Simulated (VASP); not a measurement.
Runs of VASP 6.6.1 on As. The structure is that of space group R-3m (No. 166), or close to it. The cells are those of the table. 

```tsv
task	potentials or basis	cell	gap on the mesh (eV)	pressure (GPa)	largest force (eV/Å)
electric field gradients	VASP PAW LDA potentials, release 64 (As_d)	a = 4.106 Å, angles 54.5°, 2 atoms	none	(a)	0.11
electric field gradients	VASP PAW LDA potentials, release 64 (As_d)	a = 4.093 Å, angles 54.5°, 2 atoms	none	-0.4	0.17
electric field gradients	VASP PAW LDA potentials, release 64 (As_d)	a = 4.136 Å, angles 54.1°, 2 atoms	none	-1.8	0.01
single point	VASP PAW LDA potentials, release 64 (As)	a = 4.167, b = 4.083, c = 4.070 Å, angles 54.4, 54.8, 54.2°, 2 atoms	none	-1.1	0.21
single point	VASP PAW LDA potentials, release 64 (As)	a = 4.137, b = 4.095, c = 4.088 Å, angles 54.4, 54.7, 54.4°, 2 atoms	none	-1.1	0.16
```

Alike in all rows: level LDA; no spin polarisation; k mesh 13 × 13 × 13; cutoff (eV) 520; smearing fermi-dirac 0.05 eV.

Estimate the missing entries.

(a) -1.2.

A k mesh can miss the band edges, and the runs leave out spin-orbit coupling on As.

A gap of «none» marks levels without a gap at the run's occupations.

The runs don't all hold the same shells in valence.
